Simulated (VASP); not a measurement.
# MgO (Cmcm) in VASP: a series of runs, part 2 of 2

VASP 6.6.1. Earlier steps stand in the parts before.

### Step 5. Single point, LDA (strain -0.0200 x Voigt [1, 0, 0, 0, 0, 0])

File INCAR:

```
SYSTEM = MgO
ALGO = Normal ; EDIFF = 1E-6
ENCUT = 840 ; GGA = CA
GGA_COMPAT = .FALSE. ; ISIF = 2
ISMEAR = 0 ; LASPH = .TRUE.
LCHARG = .FALSE. ; LREAL = .FALSE.
LWAVE = .FALSE. ; NBANDS = 24
NELM = 120 ; PREC = Accurate
SIGMA = 0.05
```

File KPOINTS:

```
k-points
0
G
  6 6 6
  0 0 0
```

File POSCAR:

```
MgO
1.0
    3.4166503055      0.0000000000      0.0000000000
   -1.7083251528      3.0192917963      0.0000000000
    0.0000000000      0.0000000000      4.1780412200
Mg O
2 2
Direct
    0.6666666667      0.3333333333      0.7500000000
    0.3333333333      0.6666666667      0.2500000000
    0.6666666667      0.3333333333      0.2500000000
    0.3333333333      0.6666666667      0.7500000000
```

Potentials or basis: VASP PAW LDA potentials, release 64 (Mg_sv, O).

Command:

```sh
$ cat potpaw_LDA.64/Mg_sv/POTCAR potpaw_LDA.64/O/POTCAR > POTCAR
$ mpirun -np 1 vasp_std > vasp.out
```

OUTCAR:

```text
SYSTEM = MgO
   EDIFF = 1E-6
   ENCUT = 840
   GGA = CA
   ISIF = 2
   ISMEAR = 0
   LASPH = .TRUE.
   LREAL = .FALSE.
   NELM = 120
   PREC = Accurate

 ion  position               nearest neighbor table
   1  0.667  0.333  0.750-   4 1.98   4 1.98   4 2.01   3 2.09   3 2.09
   2  0.333  0.667  0.250-   3 1.98   3 1.98   3 2.01   4 2.09   4 2.09
   3  0.667  0.333  0.250-   2 1.98   2 1.98   2 2.01   1 2.09   1 2.09
   4  0.333  0.667  0.750-   1 1.98   1 1.98   1 2.01   2 2.09   2 2.09

  LATTYP: Found a base centered orthorhombic cell.
 ALAT       =     3.4166503055
 B/A-ratio  =     1.7673987832
 C/A-ratio  =     1.2228471885

  Lattice vectors:

 A1 = (   1.7083251528,  -3.0192917963,   0.0000000000)
 A2 = (   1.7083251527,   3.0192917963,   0.0000000000)
 A3 = (   0.0000000000,   0.0000000000,   4.1780412200)

Analysis of symmetry for initial positions (statically):
=====================================================================
 Subroutine PRICEL returns:
 Original cell was already a primitive cell.

 Routine SETGRP: Setting up the symmetry group for a
 base centered orthorhombic supercell.

 Subroutine GETGRP returns: Found  8 space group operations
 (whereof  4 operations were pure point group operations)
 out of a pool of  8 trial point group operations.

The static configuration has the point symmetry C_2h.
 The point group associated with its full space group is D_2h.

Analysis of symmetry for dynamics (positions and initial velocities):
=====================================================================
 Subroutine PRICEL returns:
 Original cell was already a primitive cell.

 Routine SETGRP: Setting up the symmetry group for a
 base centered orthorhombic supercell.

 Subroutine GETGRP returns: Found  8 space group operations
 (whereof  4 operations were pure point group operations)
 out of a pool of  8 trial point group operations.

The dynamic configuration has the point symmetry C_2h.
 The point group associated with its full space group is D_2h.

 Subroutine INISYM returns: Found  8 space group operations
 (whereof  4 operations are pure point group operations),
 and found     1 'primitive' translations

----------------------------------------------------------------------------------------

                                     Primitive cell

  volume of cell :      43.1001

  direct lattice vectors                    reciprocal lattice vectors
     3.416650306  0.000000000  0.000000000     0.292684328  0.165601748  0.000000000
    -1.708325153  3.019291796  0.000000000     0.000000000  0.331203497  0.000000000
     0.000000000  0.000000000  4.178041220     0.000000000  0.000000000  0.239346609

  length of vectors
     3.416650306  3.469077367  4.178041220     0.336285675  0.331203497  0.239346609

  position of ions in fractional coordinates (direct lattice)
     0.666666667  0.333333333  0.750000000
     0.333333333  0.666666667  0.250000000
     0.666666667  0.333333333  0.250000000
     0.333333333  0.666666667  0.750000000

  ion indices of the primitive-cell ions
   primitive index   ion index
                 1           1
                 2           2
                 3           3
[... 24 lines left out ...]
 ===========================================

 Found     52 irreducible k-points:

 Following reciprocal coordinates:
            Coordinates               Weight
  0.000000  0.000000  0.000000      1.000000
  0.166667  0.000000  0.000000      4.000000
  0.333333  0.000000  0.000000      4.000000
  0.500000 -0.000000  0.000000      2.000000
  0.000000  0.166667  0.000000      2.000000
  0.166667  0.166667  0.000000      4.000000
[... 16 lines left out ...]
  0.000000  0.333333  0.166667      4.000000
  0.166667  0.333333  0.166667      8.000000
 [... further k-points ...]
   k-points           NKPTS =     52   k-points in BZ     NKDIM =     52   number of bands    NBANDS=     24
   number of dos      NEDOS =    301   number of ions     NIONS =      4
   total plane-waves  NPLWV =  46080
   dimension x,y,z NGX =    32 NGY =   36 NGZ =   40
   dimension x,y,z NGXF=    64 NGYF=   72 NGZF=   80
   ions per type =               2   2
   NGX,Y,Z   is equivalent  to a cutoff of  15.57, 17.25, 15.92 a.u.
   NGXF,Y,Z  is equivalent  to a cutoff of  31.14, 34.50, 31.83 a.u.
 SYSTEM =  MgO
   PREC   = accura    normal or accurate (medium, high low for compatibility)
   ISTART =      0    job   : 0-new  1-cont  2-samecut
   ICHARG =      2    charge: 1-file 2-atom 10-const
   ISPIN  =      1    spin polarized calculation?
   LNONCOLLINEAR =      F non collinear calculations
   LSORBIT =      F    spin-orbit coupling
   LASPH  =      T    aspherical Exc in radial PAW
   ENCUT  =  840.0 eV  61.74 Ry    7.86 a.u.   8.07  8.20  9.87*2*pi/ulx,y,z
   NELM   =    120;   NELMIN=  2; NELMDL= -5     # of ELM steps
   EDIFF  = 0.1E-05   stopping-criterion for ELM
   LREAL  =      F    real-space projection
   EDIFFG = 0.1E-04   stopping-criterion for IOM
   NSW    =      0    number of steps for IOM
   IBRION =     -1    ionic relax: 0-MD 1-quasi-New 2-CG
   NFREE  =      0    steps in history (QN), initial steepest desc. (CG)
   ISIF   =      2    stress and relaxation
   ISYM   =      2    0-nonsym 1-usesym 2-fastsym
   POTIM  = 0.5000    time-step for ionic-motion
   TEBEG  =    0.0;   TEEND  =   0.0 temperature during run
   PSTRESS=    0.0 pullay stress
   NELECT =      32.0000    total number of electrons
   NUPDOWN=      -1.0000    fix difference up-down
   EMIN   =  10.00;   EMAX   =-10.00  energy-range for DOS
   EFERMI =   0.00;   METHOD = LEGACY
   ISMEAR =     0;   SIGMA  =   0.05  broadening in eV -4-tet -1-fermi 0-gaus
   EFERMI_NEDOS =   21; number of points for ismear=-14 and -15
   IALGO  =     38    algorithm
   IMIX   =      4    mixing-type and parameters
     AMIX     =   0.40;   BMIX     =  1.00
     AMIX_MAG =   1.60;   BMIX_MAG =  1.00
  volume/ion in A,a.u.               =      10.78        72.71
  Fermi-wavevector in a.u.,A,eV,Ry     =   1.482400  2.801330 29.898931  2.197509
  Thomas-Fermi vector in A             =   2.596191
   LORBIT       =      0    0 simple, 1 ext, 2 COOP (PROOUT), +10 PAW based schemes
   GGA     = CA    functional components
   LHFCALC =     F    Hartree Fock is set to
   AEXX    =    0.0000 exact exchange contribution
   IVDW    =     0    specifies the selected vdW correction
   LEPSILON=     F    determine dielectric tensor
   LRPA    =     F    only Hartree local field effects (RPA)
 non-spin polarized calculation
 Gauss-broadening in eV      SIGMA  =   0.05
  energy-cutoff  :      840.00
  volume of cell :       43.10
 maximum number of plane-waves:      2404
   NGX = 17   NGY = 17   NGZ = 19

 number of electron      32.0000008 magnetization

 Free energy of the ion-electron system (eV)
  ---------------------------------------------------
  ext. energy  EPLUGINS =         0.00000000
  ---------------------------------------------------
  free energy    TOTEN  =       -26.14363491 eV

  energy without entropy =      -26.14363491  energy(sigma->0) =      -26.14363491

 E-fermi :   1.7858     XC(G=0): -10.9903

 val. band max:        1.5698949303   @ k =   0.0000   0.0000   0.0000
 cond. band min:       5.0028554869   @ k =   0.0000   0.0000   0.0000
 fundamental gap:      3.4329605566
 Fermi energy:         1.7858310192

 k-point     1 :       0.0000    0.0000    0.0000
  band No.  band energies     occupation
      1     -69.6783      2.00000
      2     -69.6633      2.00000
      3     -37.2147      2.00000
      4     -37.1876      2.00000
      5     -37.1853      2.00000
      6     -37.1573      2.00000
[... 637 lines left out ...]
     23      15.6525      0.00000
     24      16.9987      0.00000

 [... further k-points ...]

------------------------ aborting loop because EDIFF is reached ----------------------------------------

  FORCE on cell =-STRESS in cart. coord.  units (eV):
  Direction    XX          YY          ZZ          XY          YZ          ZX
  --------------------------------------------------------------------------------------
  -------------------------------------------------------------------------------------
  Total        0.4476573     -0.5502755     -0.5849703      0.0000000      0.0000000      0.0000000
  in kB       16.6409405    -20.4556103    -21.7453322      0.0000000      0.0000000      0.0000000
  external PRESSURE =      -8.5200007 kB  Pullay stress =       0.0000000 kB

 VOLUME and BASIS-vectors are now :
 -----------------------------------------------------------------------------
  energy-cutoff  :      840.00
  volume of cell :       43.10
      direct lattice vectors                 reciprocal lattice vectors
     3.416650306  0.000000000  0.000000000     0.292684328  0.165601748  0.000000000
    -1.708325153  3.019291796  0.000000000     0.000000000  0.331203497  0.000000000
     0.000000000  0.000000000  4.178041220     0.000000000  0.000000000  0.239346609

 POSITION                                       TOTAL-FORCE (eV/Angst)
 -----------------------------------------------------------------------------------
      1.70833      1.00643      3.13353         0.000000     -0.165624      0.000000
     -0.00000      2.01286      1.04451        -0.000000      0.165624     -0.000000
      1.70833      1.00643      1.04451         0.000000     -0.185453     -0.000000
     -0.00000      2.01286      3.13353        -0.000000      0.185453      0.000000
 -----------------------------------------------------------------------------------
    total drift:                               -0.000000      0.000000     -0.000000

  FREE ENERGIE OF THE ION-ELECTRON SYSTEM (eV)
  ---------------------------------------------------
  free  energy   TOTEN  =       -26.1436349060 eV

  energy  without entropy=      -26.1436349060  energy(sigma->0) =      -26.14363491
```

It took 74 s on 1 thread of Intel Xeon Platinum 8488C (Sapphire Rapids), shared host; peak memory 0.22 GiB.

Results:

```
Free energy            : -26.1436 eV
Pressure               : -0.9 GPa
Largest force          : 0.185 eV/Å
Band gap on the k mesh : 3.43 eV
```

Forces on the atoms (eV/Å):
```
Mg   0.000 -0.166  0.000
Mg   0.000  0.166  0.000
O    0.000 -0.185  0.000
O    0.000  0.185  0.000
```

Caveat: the cell differs from its parent crystal (strain -0.0200 x Voigt [1, 0, 0, 0, 0, 0]).

### Step 6. Overview

| cell | gap on the mesh (eV) | pressure (GPa) | largest force (eV/Å) |
| --- | --- | --- | --- |
| a = 3.556, b = 3.504, c = 4.178 Å, angles 90.0, 90.0, 120.5°, 4 atoms | 3.25 | -5.9 | 0.15 |
| a = 3.452, b = 3.478, c = 4.178 Å, angles 90.0, 90.0, 119.8°, 4 atoms | 3.39 | -2.2 | 0.09 |
| a = 3.547, b = 3.502, c = 4.178 Å, angles 90.0, 90.0, 120.4°, 4 atoms | 3.26 | -5.6 | 0.13 |
| a = 3.417, b = 3.469, c = 4.178 Å, angles 90.0, 90.0, 119.5°, 4 atoms | 3.43 | -0.9 | 0.19 |

Alike in all rows: task single point; level LDA; potentials or basis VASP PAW LDA potentials, release 64 (Mg_sv, O); no spin polarisation; k mesh 6 × 6 × 6; cutoff (eV) 840; smearing gaussian 0.05 eV.

Caveats: the cell stands under tension (at least some runs).

Absolute energies hang on the potentials; compare differences alone.
